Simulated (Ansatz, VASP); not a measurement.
One calculation of La, two programs

```
La
1.0
     3.34009    0.00000    0.00000
     0.00000    3.34009    0.00000
     0.00000    0.00000    3.34009
La
1
Cartesian
  0.0000 0.0000 0.0000
```

Alike in both runs: task single point; functional RPBE; k mesh 11 × 11 × 11; occupations fermi-dirac, width 0.1 eV; no spin polarisation.

|  | VASP | Ansatz |
| --- | --- | --- |
| version | VASP 6.6.1 | Ansatz 0.2.0 |
| potentials or method | VASP PAW PBE potentials, release 64 (La), cutoff 520 eV | plane waves (420 eV) with PAW, scalar-relativistic |
| valence electrons in the cell | 11 | 11 |

|  | VASP | Ansatz | Ansatz less VASP |
| --- | --- | --- | --- |
| pressure (GPa) | 1.0 | 1.0 | -0.01 |

VASP's potentials were made for PBE, not for RPBE. With one functional, cell and mesh, what is left measures potentials, basis and numerics.

Spin-orbit coupling is off throughout.
